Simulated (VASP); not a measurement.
Set up this calculation in VASP 6.6.1, as the native input.

| Quantity | Value |
| --- | --- |
| Task | relaxation of cell and atoms |
| Functional | PBE |
| Potentials or basis | VASP PAW PBE potentials, release 64 (Ge_d) |
| Cutoff | 600 eV |
| k mesh | 4 × 4 × 8 |
| Occupations | gaussian, width 0.1 eV |
| Spin | no spin polarisation |
| Dipole correction | no |
| Further INCAR settings | ALGO = Normal; EDIFF = 1e-07; IBRION = 2; EDIFFG = -0.04; NSW = 90; ISIF = 3 |

The structure of Ge lies in POSCAR:

```
Ge
1.0
    4.9390283200      0.0000000000      0.0000000000
    0.0000000000      4.9390283200      0.0000000000
    0.0000000000      0.0000000000      2.3073144500
Ge
3
Direct
    0.0000000000      0.0000000000      0.0000000000
    0.0000000000      0.5000000000      0.0000000000
    0.5000000000      0.0000000000      0.0000000000
```

The cell was built from a structure type or drawn by symmetry, and may not be a known phase.

The input as run:

INCAR

```
PREC = Accurate
ENCUT = 600
EDIFF = 1E-7
ISMEAR = 0
SIGMA = 0.1
LREAL = F
LASPH = T
NELM = 60
ALGO = Normal
ISIF = 3
LWAVE = F
LCHARG = F
GGA = PE
IBRION = 2
NSW = 90
EDIFFG = -0.04
```

KPOINTS

```
regular mesh
0
Gamma
  4 4 8
```

Potentials or basis: VASP PAW PBE potentials, release 64 (Ge_d).

Launch:

```bash
$ cat potpaw_PBE.64/Ge_d/POTCAR > POTCAR
$ mpirun -np 1 vasp_std > vasp.out
```

Results of the run:

| Item | Value |
| --- | --- |
| Relaxed volume | 24.24 Å³/atom |
| Relaxed cell | a = 5.268 Å, b = 5.268 Å, c = 2.620 Å, α = 90.00°, β = 90.00°, γ = 90.00° |
| Space group after relaxing (to 0.1 Å) | P4/mmm (No. 123) |
| Energy gained by relaxing | 395.1 meV/atom |
| Ionic steps | 7 |
| Pressure after relaxing | 0.0 GPa |
| Band gap on the k mesh | zero (bands 21 and 22 overlap by 3.10 eV) |

Caveat: the volume moved by over 15 % at a fixed basis, so the end points are rough.

Wall time 3.1 min on 1 thread of Intel(R) Xeon(R) Platinum 8375C CPU @ 2.90GHz (Ice Lake), on a shared host, peak memory 0.19 GiB.
